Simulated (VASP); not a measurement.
# Sn (Pm-3m) in VASP: further runs

The runs below take Sn through single point, with PBEsol.

All numbers are computed with VASP 6.6.1; they aren't measurements. Logs are shortened: lines on timing, memory, paths and dates and some standing lists are left out, and cuts for length are marked.

## Step 1: The cell of the first run

Symmetry: Pm-3m, No. 221, cubic system. The conventional cell has a = 2.235 Å, b = 2.235 Å, c = 2.235 Å, α = 90.00°, β = 90.00°, γ = 90.00°. Sn (site symmetry m-3m) has 6 Sn at 2.23 Å within 3.0 Å.

## Step 2: Single point, PBEsol (volume scaled by 0.4)

Input file INCAR:

```
PREC = Accurate
ENCUT = 520
EDIFF = 1E-7
ISMEAR = -1
SIGMA = 0.1
LREAL = F
LASPH = T
NELM = 100
ALGO = Normal
ISIF = 2
LWAVE = F
LCHARG = T
GGA = PS
LELF = T
LVHAR = T
NBANDS = 13
```

Input file KPOINTS:

```
Automatic mesh
0
Gamma
  14 14 14
```

Input file POSCAR:

```
Sn
1.0
    2.2348668008      0.0000000000      0.0000000000
    0.0000000000      2.2348668008      0.0000000000
    0.0000000000      0.0000000000      2.2348668008
Sn
1
Direct
    0.0000000000      0.0000000000      0.0000000000
```

Potentials or basis: VASP PAW PBE potentials, release 64 (Sn_d).

The run is started by

```console
$ cat potpaw_PBE.64/Sn_d/POTCAR > POTCAR
$ mpirun -np 1 vasp_std > vasp.out
```

OUTCAR:

```text
PREC = Accurate
   ENCUT = 520
   EDIFF = 1E-7
   ISMEAR = -1
   LREAL = F
   LASPH = T
   NELM = 100
   ISIF = 2
   GGA = PS

 ion  position               nearest neighbor table
   1  0.000  0.000  0.000-

  LATTYP: Found a simple cubic cell.
 ALAT       =     2.2348668008

  Lattice vectors:

 A1 = (   2.2348668008,   0.0000000000,   0.0000000000)
 A2 = (   0.0000000000,   2.2348668008,   0.0000000000)
 A3 = (   0.0000000000,   0.0000000000,   2.2348668008)

Analysis of symmetry for initial positions (statically):
=====================================================================
 Subroutine PRICEL returns:
 Original cell was already a primitive cell.

 Routine SETGRP: Setting up the symmetry group for a
 simple cubic supercell.

 Subroutine GETGRP returns: Found 48 space group operations
 (whereof 48 operations were pure point group operations)
 out of a pool of 48 trial point group operations.

The static configuration has the point symmetry O_h .

Analysis of symmetry for dynamics (positions and initial velocities):
=====================================================================
 Subroutine PRICEL returns:
 Original cell was already a primitive cell.

 Routine SETGRP: Setting up the symmetry group for a
 simple cubic supercell.

 Subroutine GETGRP returns: Found 48 space group operations
 (whereof 48 operations were pure point group operations)
 out of a pool of 48 trial point group operations.

The dynamic configuration has the point symmetry O_h .

 Subroutine INISYM returns: Found 48 space group operations
 (whereof 48 operations are pure point group operations),
 and found     1 'primitive' translations

----------------------------------------------------------------------------------------

                                     Primitive cell

  volume of cell :      11.1623

  direct lattice vectors                    reciprocal lattice vectors
     2.234866801  0.000000000  0.000000000     0.447453960  0.000000000  0.000000000
     0.000000000  2.234866801  0.000000000     0.000000000  0.447453960  0.000000000
     0.000000000  0.000000000  2.234866801     0.000000000  0.000000000  0.447453960

  length of vectors
     2.234866801  2.234866801  2.234866801     0.447453960  0.447453960  0.447453960

  position of ions in fractional coordinates (direct lattice)
     0.000000000  0.000000000  0.000000000

  ion indices of the primitive-cell ions
   primitive index   ion index
                 1           1
[... 73 lines left out ...]
   LREAL  =      F    real-space projection
   EDIFFG = 0.1E-05   stopping-criterion for IOM
   NSW    =      0    number of steps for IOM
   IBRION =     -1    ionic relax: 0-MD 1-quasi-New 2-CG
   NFREE  =      0    steps in history (QN), initial steepest desc. (CG)
   ISIF   =      2    stress and relaxation
   ISYM   =      2    0-nonsym 1-usesym 2-fastsym
   POTIM  = 0.5000    time-step for ionic-motion
   TEBEG  =    0.0;   TEEND  =   0.0 temperature during run
   PSTRESS=    0.0 pullay stress
   NELECT =      14.0000    total number of electrons
   NUPDOWN=      -1.0000    fix difference up-down
   EMIN   =  10.00;   EMAX   =-10.00  energy-range for DOS
   EFERMI =   0.00;   METHOD = LEGACY
   ISMEAR =    -1;   SIGMA  =   0.10  broadening in eV -4-tet -1-fermi 0-gaus
   EFERMI_NEDOS =   21; number of points for ismear=-14 and -15
   IALGO  =     38    algorithm
   IMIX   =      4    mixing-type and parameters
     AMIX     =   0.40;   BMIX     =  1.00
     AMIX_MAG =   1.60;   BMIX_MAG =  1.00
  volume/ion in A,a.u.               =      11.16        75.33
  Fermi-wavevector in a.u.,A,eV,Ry     =   1.765492  3.336297 42.408864  3.116964
  Thomas-Fermi vector in A             =   2.833263
   LORBIT       =      0    0 simple, 1 ext, 2 COOP (PROOUT), +10 PAW based schemes
   GGA     = PS    functional components
   LHFCALC =     F    Hartree Fock is set to
   AEXX    =    0.0000 exact exchange contribution
   IVDW    =     0    specifies the selected vdW correction
   LEPSILON=     F    determine dielectric tensor
   LRPA    =     F    only Hartree local field effects (RPA)
 non-spin polarized calculation
  energy-cutoff  :      520.00
  volume of cell :       11.16
 maximum number of plane-waves:       320
 NGX is ok and might be reduce to    18
   NGX =  9   NGY =  9   NGZ =  9

 number of electron      13.9999996 magnetization

 Free energy of the ion-electron system (eV)
  ---------------------------------------------------
  ext. energy  EPLUGINS =         0.00000000
  ---------------------------------------------------
  free energy    TOTEN  =         5.58895225 eV

  energy without entropy =        5.60272750  energy(sigma->0) =        5.59583988

 E-fermi :  26.4633     XC(G=0): -15.3965

 val. band max:       26.4622705727   @ k =   0.2143   0.1429   0.0000
 cond. band min:      26.4664303123   @ k =   0.5000   0.4286   0.4286
 fundamental gap:      0.0041597396
 Fermi energy:        26.4633116485

 k-point     1 :       0.0000    0.0000    0.0000
  band No.  band energies     occupation
      1      -1.8450      2.00000
      2      -1.8450      2.00000
      3       2.4340      2.00000
      4       2.4340      2.00000
      5       2.4340      2.00000
      6       3.7129      2.00000
      7      33.6741      0.00000
      8      33.6741      0.00000
      9      33.6741      0.00000
     10      40.4230      0.00000
     11      40.4230      0.00000
     12      44.0096      0.00000
     13      50.0934      0.00000
[... 354 lines left out ...]
  band No.  band energies     occupation
      1      -1.0026      2.00000
      2       0.3961      2.00000
      3       0.8492      2.00000
      4       1.4392      2.00000
      5       2.0325      2.00000
      6      10.3326      2.00000
      7      20.8135      2.00000
      8      30.1565      0.00000
      9      37.1831      0.00000
     10      40.2512      0.00000
     11      41.2473      0.00000
     12      46.4535      0.00000
     13      49.4583      0.00000

 [... further k-points ...]
[... 5 lines left out ...]
  --------------------------------------------------------------------------------------
  -------------------------------------------------------------------------------------
  Total       31.0736731     31.0736731     31.0736731     -0.0000000      0.0000000     -0.0000000
  in kB     4460.1374511   4460.1374511   4460.1374511     -0.0000000      0.0000000     -0.0000000
  external PRESSURE =    4460.1374511 kB  Pullay stress =       0.0000000 kB

 VOLUME and BASIS-vectors are now :
 -----------------------------------------------------------------------------
  energy-cutoff  :      520.00
  volume of cell :       11.16
      direct lattice vectors                 reciprocal lattice vectors
     2.234866801  0.000000000  0.000000000     0.447453960  0.000000000  0.000000000
     0.000000000  2.234866801  0.000000000     0.000000000  0.447453960  0.000000000
     0.000000000  0.000000000  2.234866801     0.000000000  0.000000000  0.447453960

 POSITION                                       TOTAL-FORCE (eV/Angst)
 -----------------------------------------------------------------------------------
      0.00000      0.00000      0.00000         0.000000      0.000000      0.000000
 -----------------------------------------------------------------------------------
    total drift:                                0.000000      0.000000      0.000000

  FREE ENERGIE OF THE ION-ELECTRON SYSTEM (eV)
  ---------------------------------------------------
  free  energy   TOTEN  =         5.5889522530 eV

  energy  without entropy=        5.6027274983  energy(sigma->0) =        5.59583988
```

stdout:

```text
POSCAR found type information on POSCAR Sn
 POSCAR found :  1 types and       1 ions
 scaLAPACK will be used
 -----------------------------------------------------------------------------
|                                                                             |
|                                                                             |
|     You enforced a specific xc type in the INCAR file but a different       |
|     I HOPE YOU KNOW WHAT YOU ARE DOING!                                     |
|                                                                             |
 -----------------------------------------------------------------------------

 LDA part: xc-table for (Slater+PW92), standard interpolation
 POSCAR, INCAR and KPOINTS ok, starting setup
 FFT: planning ... GRIDC
 FFT: planning ... GRID_SOFT
 FFT: planning ... GRID
 WAVECAR not read
 entering main loop
```

Run time: 11 s. Hardware: 1 thread of Intel Xeon Platinum 8488C (Sapphire Rapids), shared host; peak memory 0.13 GiB.

Results:

```
Free energy            : 5.5890 eV
Pressure               : 446.0 GPa
Band gap on the k mesh : zero (band 7 reaches 33.67 eV, above the bottom of band 8 at 24.93 eV)
```

Caveat: the PAW data sets were made with another functional, which shifts forces and pressure a little; spin-orbit coupling is left out, which moves the levels of the heavy elements.

## Step 3: Single point, PBEsol (volume scaled by 0.4)

Input file INCAR:

```
SYSTEM = Sn
ALGO = Normal
EDIFF = 1E-6
ENCUT = 520
GGA = PS
ISIF = 2
ISMEAR = -1
LASPH = .TRUE.
LCHARG = .FALSE.
LREAL = .FALSE.
LWAVE = .FALSE.
NBANDS = 13
NELM = 100
PREC = Accurate
SIGMA = 0.1
```

Input file KPOINTS:

```
k-points
0
G
  14 14 14
  0 0 0
```

POSCAR is that of step 2.

Potentials or basis: VASP PAW PBE potentials, release 64 (Sn_d).

The run is started by

```console
$ cat potpaw_PBE.64/Sn_d/POTCAR > POTCAR
$ mpirun -np 1 vasp_std > vasp.out
```

It took 10 s on 1 thread of Intel Xeon Platinum 8488C (Sapphire Rapids), shared host; peak memory 0.13 GiB.

It converged, with:

```
Free energy            : 5.5890 eV
Pressure               : 446.0 GPa
Band gap on the k mesh : zero (band 7 reaches 33.67 eV, above the bottom of band 8 at 24.93 eV)
```

Levels at points of the mesh, in eV from the Fermi level:
| k point | band 4 | band 5 | band 6 | band 7 | band 8 | band 9 | band 10 | band 11 |
| --- | --- | --- | --- | --- | --- | --- | --- | --- |
| (0.00, 0.00, 0.00) | -24.03 | -24.03 | -22.75 | 7.21 | 7.21 | 7.21 | 13.96 | 13.96 |
| (0.50, 0.00, 0.00) | -25.33 | -23.91 | -13.89 | -11.83 | 9.60 | 12.89 | 14.60 | 14.60 |
| (0.50, 0.50, 0.00) | -25.12 | -22.93 | -7.53 | -7.53 | -1.53 | 0.03 | 15.28 | 15.28 |
| (0.50, 0.50, 0.50) | -22.85 | -22.85 | -0.72 | -0.72 | -0.72 | 1.50 | 6.74 | 6.74 |

Caveat: the PAW data sets were made with another functional, which shifts forces and pressure a little; spin-orbit coupling is left out, which moves the levels of the heavy elements.
